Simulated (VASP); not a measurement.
# Pt (P6_3/mmc) in VASP: notebook, part 2 of 2

VASP 6.6.1. Earlier steps stand in the parts before.

**4. Single point, LDA**

This run uses another cell than the first one, of 14.87 Å³/atom, 0.959 times its volume.

Input file INCAR:

```
SYSTEM = Pt
  PREC = Accurate
  ENCUT = 500
  EDIFF = 1E-6
  ISMEAR = -1
  SIGMA = 0.05
  LREAL = .False.
  LASPH = .True.
  NELM = 120
  ALGO = Normal
  ISIF = 2
  LWAVE = .False.
  LCHARG = .True.
  GGA = CA
  LELF = .True.
  LVHAR = .True.
  NBANDS = 25
  GGA_COMPAT = .False.
```

Input file KPOINTS:

```
regular mesh
0
Gamma
  11 11 6
  0 0 0
```

Input file POSCAR:

```
Pt
1.0
    2.7043096880      0.0000000000      0.0000000000
   -1.3521548440      2.3420008895      0.0000000000
    0.0000000000      0.0000000000      4.6943078975
Pt
2
Direct
    0.3333333333      0.6666666667      0.2500000000
    0.6666666667      0.3333333333      0.7500000000
```

Potentials or basis: VASP PAW LDA potentials, release 64 (Pt_sv_GW).

The run is started by

```sh
$ cat potpaw_LDA.64/Pt_sv_GW/POTCAR > POTCAR
$ mpirun -np 1 vasp_std > vasp.out
```

OUTCAR:

```text
SYSTEM = Pt
   PREC = Accurate
   ENCUT = 500
   EDIFF = 1E-6
   ISMEAR = -1
   LREAL = .False.
   LASPH = .True.
   NELM = 120
   ISIF = 2
   GGA = CA

 ion  position               nearest neighbor table
   1  0.333  0.667  0.250-   2 2.82   2 2.82   2 2.82   2 2.82   2 2.82   2 2.82
   2  0.667  0.333  0.750-   1 2.82   1 2.82   1 2.82   1 2.82   1 2.82   1 2.82

  LATTYP: Found a hexagonal cell.
 ALAT       =     2.7043096880
 C/A-ratio  =     1.7358618054

  Lattice vectors:

 A1 = (   2.7043096880,   0.0000000000,   0.0000000000)
 A2 = (  -1.3521548440,   2.3420008895,   0.0000000000)
 A3 = (   0.0000000000,   0.0000000000,   4.6943078975)

Analysis of symmetry for initial positions (statically):
=====================================================================
 Subroutine PRICEL returns:
 Original cell was already a primitive cell.

 Routine SETGRP: Setting up the symmetry group for a
 hexagonal supercell.

 Subroutine GETGRP returns: Found 24 space group operations
 (whereof 12 operations were pure point group operations)
 out of a pool of 24 trial point group operations.

The static configuration has the point symmetry D_3d.
 The point group associated with its full space group is D_6h.

Analysis of symmetry for dynamics (positions and initial velocities):
=====================================================================
 Subroutine PRICEL returns:
 Original cell was already a primitive cell.

 Routine SETGRP: Setting up the symmetry group for a
 hexagonal supercell.

 Subroutine GETGRP returns: Found 24 space group operations
 (whereof 12 operations were pure point group operations)
 out of a pool of 24 trial point group operations.

The dynamic configuration has the point symmetry D_3d.
 The point group associated with its full space group is D_6h.

 Subroutine INISYM returns: Found 24 space group operations
 (whereof 12 operations are pure point group operations),
 and found     1 'primitive' translations

----------------------------------------------------------------------------------------

                                     Primitive cell

  volume of cell :      29.7314

  direct lattice vectors                    reciprocal lattice vectors
     2.704309688  0.000000000  0.000000000     0.369780134  0.213492660  0.000000000
    -1.352154844  2.342000889  0.000000000     0.000000000  0.426985320  0.000000000
     0.000000000  0.000000000  4.694307897     0.000000000  0.000000000  0.213023948

  length of vectors
     2.704309688  2.704309688  4.694307897     0.426985320  0.426985320  0.213023948

  position of ions in fractional coordinates (direct lattice)
     0.333333333  0.666666667  0.250000000
     0.666666667  0.333333333  0.750000000

  ion indices of the primitive-cell ions
   primitive index   ion index
                 1           1
                 2           2

----------------------------------------------------------------------------------------

 KPOINTS: regular mesh

Automatic generation of k-mesh.
 Grid dimensions read from file:
 generate k-points for:   11   11    6

 Generating k-lattice:

  Cartesian coordinates                     Fractional coordinates (reciprocal lattice)
     0.033616376  0.019408424  0.000000000     0.090909091  0.000000000  0.000000000
     0.000000000  0.038816847  0.000000000     0.000000000  0.090909091  0.000000000
     0.000000000  0.000000000  0.035503991     0.000000000  0.000000000  0.166666667

  Length of vectors
     0.038816847  0.038816847  0.035503991

  Shift w.r.t. Gamma in fractional coordinates (k-lattice)
     0.000000000  0.000000000  0.000000000

 Subroutine IBZKPT returns following result:
 ===========================================

 Found     64 irreducible k-points:

 Following reciprocal coordinates:
            Coordinates               Weight
  0.000000  0.000000  0.000000      1.000000
  0.090909  0.000000  0.000000      6.000000
  0.181818  0.000000  0.000000      6.000000
  0.272727  0.000000  0.000000      6.000000
  0.363636  0.000000  0.000000      6.000000
  0.454545  0.000000  0.000000      6.000000
[... 16 lines left out ...]
  0.090909  0.090909  0.166667     12.000000
  0.181818  0.090909  0.166667     24.000000
 [... further k-points ...]
   k-points           NKPTS =     64   k-points in BZ     NKDIM =     64   number of bands    NBANDS=     25
   number of dos      NEDOS =    301   number of ions     NIONS =      2
   total plane-waves  NPLWV =  14400
   dimension x,y,z NGX =    20 NGY =   20 NGZ =   36
   dimension x,y,z NGXF=    40 NGYF=   40 NGZF=   72
   ions per type =               2
   NGX,Y,Z   is equivalent  to a cutoff of  12.29, 12.29, 12.75 a.u.
   NGXF,Y,Z  is equivalent  to a cutoff of  24.59, 24.59, 25.50 a.u.
 SYSTEM =  Pt
   PREC   = accura    normal or accurate (medium, high low for compatibility)
   ISTART =      0    job   : 0-new  1-cont  2-samecut
   ICHARG =      2    charge: 1-file 2-atom 10-const
   ISPIN  =      1    spin polarized calculation?
   LNONCOLLINEAR =      F non collinear calculations
   LSORBIT =      F    spin-orbit coupling
   LASPH  =      T    aspherical Exc in radial PAW
   ENCUT  =  500.0 eV  36.75 Ry    6.06 a.u.   4.93  4.93  8.56*2*pi/ulx,y,z
   NELM   =    120;   NELMIN=  2; NELMDL= -5     # of ELM steps
   EDIFF  = 0.1E-05   stopping-criterion for ELM
   LREAL  =      F    real-space projection
   EDIFFG = 0.1E-04   stopping-criterion for IOM
   NSW    =      0    number of steps for IOM
   IBRION =     -1    ionic relax: 0-MD 1-quasi-New 2-CG
   NFREE  =      0    steps in history (QN), initial steepest desc. (CG)
   ISIF   =      2    stress and relaxation
   ISYM   =      2    0-nonsym 1-usesym 2-fastsym
   POTIM  = 0.5000    time-step for ionic-motion
   TEBEG  =    0.0;   TEEND  =   0.0 temperature during run
   PSTRESS=    0.0 pullay stress
   NELECT =      36.0000    total number of electrons
   NUPDOWN=      -1.0000    fix difference up-down
   EMIN   =  10.00;   EMAX   =-10.00  energy-range for DOS
   EFERMI =   0.00;   METHOD = LEGACY
   ISMEAR =    -1;   SIGMA  =   0.05  broadening in eV -4-tet -1-fermi 0-gaus
   EFERMI_NEDOS =   21; number of points for ismear=-14 and -15
   IALGO  =     38    algorithm
   IMIX   =      4    mixing-type and parameters
     AMIX     =   0.40;   BMIX     =  1.00
     AMIX_MAG =   1.60;   BMIX_MAG =  1.00
  volume/ion in A,a.u.               =      14.87       100.32
  Fermi-wavevector in a.u.,A,eV,Ry     =   1.744900  3.297384 41.425352  3.044677
  Thomas-Fermi vector in A             =   2.816691
   LORBIT       =      0    0 simple, 1 ext, 2 COOP (PROOUT), +10 PAW based schemes
   GGA     = CA    functional components
   LHFCALC =     F    Hartree Fock is set to
   AEXX    =    0.0000 exact exchange contribution
   IVDW    =     0    specifies the selected vdW correction
   LEPSILON=     F    determine dielectric tensor
   LRPA    =     F    only Hartree local field effects (RPA)
 non-spin polarized calculation
  energy-cutoff  :      500.00
  volume of cell :       29.73
 maximum number of plane-waves:       773
 NGX is ok and might be reduce to    20
   NGX =  9   NGY =  9   NGZ = 17

 number of electron      36.0000002 magnetization

 Free energy of the ion-electron system (eV)
  ---------------------------------------------------
  ext. energy  EPLUGINS =         0.00000000
  ---------------------------------------------------
  free energy    TOTEN  =       -14.50813223 eV

  energy without entropy =      -14.47468882  energy(sigma->0) =      -14.49141053

 E-fermi :  10.7131     XC(G=0): -14.4614

 val. band max:       10.7086304154   @ k =   0.2727   0.2727   0.5000
 cond. band min:      10.7160562903   @ k =   0.2727   0.0909   0.1667
 fundamental gap:      0.0074258749
 Fermi energy:        10.7131230289

 k-point     1 :       0.0000    0.0000    0.0000
  band No.  band energies     occupation
      1     -87.5438      2.00000
      2     -87.5185      2.00000
      3     -42.1061      2.00000
      4     -41.8220      2.00000
      5     -41.8220      2.00000
      6     -41.7705      2.00000
[... 17 lines left out ...]
     24      28.0134      0.00000
     25      32.3605      0.00000

 k-point     2 :       0.0909    0.0000    0.0000
  band No.  band energies     occupation
      1     -87.5406      2.00000
      2     -87.5163      2.00000
      3     -42.0934      2.00000
      4     -41.8597      2.00000
      5     -41.8329      2.00000
      6     -41.8097      2.00000
[... 608 lines left out ...]
 k-point    24 :       0.1818    0.0909    0.1667
  band No.  band energies     occupation
      1     -87.5250      2.00000
      2     -87.5078      2.00000
      3     -42.0565      2.00000
      4     -42.0100      2.00000
      5     -41.9792      2.00000
      6     -41.8839      2.00000
[... 17 lines left out ...]
     24      27.4504      0.00000
     25      28.4514      0.00000

 [... further k-points ...]
[... 5 lines left out ...]
  --------------------------------------------------------------------------------------
  -------------------------------------------------------------------------------------
  Total       -0.2103814     -0.2103814     -0.8681303      0.0000000      0.0000000      0.0000000
  in kB      -11.3371256    -11.3371256    -46.7821786      0.0000000      0.0000000      0.0000000
  external PRESSURE =     -23.1521433 kB  Pullay stress =       0.0000000 kB

 VOLUME and BASIS-vectors are now :
 -----------------------------------------------------------------------------
  energy-cutoff  :      500.00
  volume of cell :       29.73
      direct lattice vectors                 reciprocal lattice vectors
     2.704309688  0.000000000  0.000000000     0.369780134  0.213492660  0.000000000
    -1.352154844  2.342000889  0.000000000     0.000000000  0.426985320  0.000000000
     0.000000000  0.000000000  4.694307897     0.000000000  0.000000000  0.213023948

 POSITION                                       TOTAL-FORCE (eV/Angst)
 -----------------------------------------------------------------------------------
     -0.00000      1.56133      1.17358        -0.000000      0.000000      0.000000
      1.35215      0.78067      3.52073         0.000000     -0.000000      0.000000
 -----------------------------------------------------------------------------------
    total drift:                                0.000000     -0.000000      0.000000

  FREE ENERGIE OF THE ION-ELECTRON SYSTEM (eV)
  ---------------------------------------------------
  free  energy   TOTEN  =       -14.5081322321 eV

  energy  without entropy=      -14.4746888188  energy(sigma->0) =      -14.49141053
```

OSZICAR:

```text
N       E                     dE             d eps       ncg     rms          rms(c)
DAV:   1     0.407231935421E+03    0.40723E+03   -0.26751E+04  3536   0.156E+03
DAV:   2    -0.397342000032E+01   -0.41121E+03   -0.40200E+03  3749   0.584E+02
DAV:   3    -0.168157708080E+02   -0.12842E+02   -0.12700E+02  3739   0.100E+02
DAV:   4    -0.168860352777E+02   -0.70264E-01   -0.70194E-01  3718   0.767E+00
DAV:   5    -0.168863720699E+02   -0.33679E-03   -0.33673E-03  3795   0.494E-01    0.993E+01
DAV:   6    -0.146244537345E+02    0.22619E+01   -0.44270E+00  3460   0.172E+01    0.503E+01
DAV:   7    -0.145364907935E+02    0.87963E-01   -0.71817E-01  3829   0.601E+00    0.106E+01
DAV:   8    -0.145082762201E+02    0.28215E-01   -0.96354E-02  3405   0.297E+00    0.460E-01
DAV:   9    -0.145081736902E+02    0.10253E-03   -0.21898E-03  3590   0.359E-01    0.206E-01
DAV:  10    -0.145081322793E+02    0.41411E-04   -0.53330E-05  3728   0.852E-02    0.117E-01
DAV:  11    -0.145081322321E+02    0.47185E-07   -0.25733E-06  3000   0.139E-02
   1 F= -.14508132E+02 E0= -.14491411E+02  d E =-.334434E-01
```

stdout:

```text
POSCAR found type information on POSCAR Pt
 POSCAR found :  1 types and       2 ions
 scaLAPACK will be used
 LDA part: xc-table for (Slater(with rela. corr.)+CA(PZ))
 , standard interpolation
 POSCAR, INCAR and KPOINTS ok, starting setup
 FFT: planning ... GRIDC
 FFT: planning ... GRID_SOFT
 FFT: planning ... GRID
 WAVECAR not read
 entering main loop
```

It took 17 s on 1 thread of Intel Xeon Platinum 8559C (Emerald Rapids), shared host; peak memory 0.16 GiB.

Results:

```
Free energy            : -14.5081 eV
Pressure               : -2.3 GPa
Band gap on the k mesh : zero (band 18 reaches 11.17 eV, above the bottom of band 19 at 9.85 eV)
```

Stress tensor (GPa, compression positive):
```
-1.13  0.00  0.00
 0.00 -1.13  0.00
 0.00  0.00 -4.68
```

Caveat: spin-orbit coupling is left out, which moves the levels of the heavy elements.

**5. Single point, LDA**

This run uses another cell than the first one, of 16.13 Å³/atom, 1.041 times its volume.

Input file INCAR:

```
SYSTEM = Pt
ALGO = Normal ; EDIFF = 1E-6
ENCUT = 500 ; GGA_COMPAT = .False.
ISIF = 2 ; ISMEAR = -1
LASPH = .True. ; LCHARG = .False.
LREAL = .False. ; LWAVE = .False.
NBANDS = 25 ; NELM = 120
PREC = Accurate ; SIGMA = 0.05
```

Input file KPOINTS:

```
k-points
0
Gamma
  11 11 6
  0 0 0
```

Input file POSCAR:

```
Pt
1.0
    2.7789487024      0.0000000000      0.0000000000
   -1.3894743512      2.4066401720      0.0000000000
    0.0000000000      0.0000000000      4.8238709117
Pt
2
Direct
    0.3333333333      0.6666666667      0.2500000000
    0.6666666667      0.3333333333      0.7500000000
```

The run is started by

```sh
$ cat potpaw_LDA.64/Pt_sv_GW/POTCAR > POTCAR
$ mpirun -np 1 vasp_std > vasp.out
```

It took 20 s on 1 thread of AMD EPYC 9R45 (Zen 5), shared host; peak memory 0.13 GiB.

Results (log left out):

| Quantity | Value |
| --- | --- |
| Free energy | -14.3584 eV |
| Pressure | -22.0 GPa |
| Band gap on the k mesh | zero (band 18 reaches 9.63 eV, above the bottom of band 19 at 8.49 eV) |

Stress tensor (GPa, compression positive):
```
-22.00   0.00   0.00
  0.00 -22.00   0.00
  0.00   0.00 -21.91
```

Levels at points of the mesh, in eV from the Fermi level:
```
           k point  band 15  band 16  band 17  band 18  band 19  band 20  band 21  band 22
(0.00, 0.00, 0.00)    -2.95    -1.72    -1.72    -0.60    -0.20    -0.20     4.55    15.19
(0.00, 0.00, 0.50)    -3.29    -3.29    -0.76    -0.76    -0.76    -0.76    11.79    11.79
```

Caveat: spin-orbit coupling is left out, which moves the levels of the heavy elements.

**6. Summary**

| level | potentials or basis | cell | cutoff (eV) | gap on the mesh (eV) | pressure (GPa) |
| --- | --- | --- | --- | --- | --- |
| LDA | VASP PAW LDA potentials, release 64 (Pt_sv_GW) | a = 2.742, b = 2.742, c = 4.760 Å, angles 90.0, 90.0, 120.0°, 2 atoms | 500 | none | -13.5 |
| r2SCAN | VASP PAW PBE potentials, release 64 (Pt_sv_GW) | a = 2.742, b = 2.742, c = 4.760 Å, angles 90.0, 90.0, 120.0°, 2 atoms | 550 | none | -3.3 |
| LDA | VASP PAW LDA potentials, release 64 (Pt_sv_GW) | a = 2.704, b = 2.704, c = 4.694 Å, angles 90.0, 90.0, 120.0°, 2 atoms | 500 | none | -2.3 |
| LDA | VASP PAW LDA potentials, release 64 (Pt_sv_GW) | a = 2.779, b = 2.779, c = 4.824 Å, angles 90.0, 90.0, 120.0°, 2 atoms | 500 | none | -22.0 |

Alike in all rows: task single point; no spin polarisation; k mesh 11 × 11 × 6; smearing fermi-dirac 0.05 eV.

Caveats: spin-orbit coupling is left out, which moves the levels of the heavy elements; the PAW data sets were made with another functional, which shifts forces and pressure a little (some runs).

Total energies depend on the potentials used, so only differences within one code and one set of settings carry meaning.
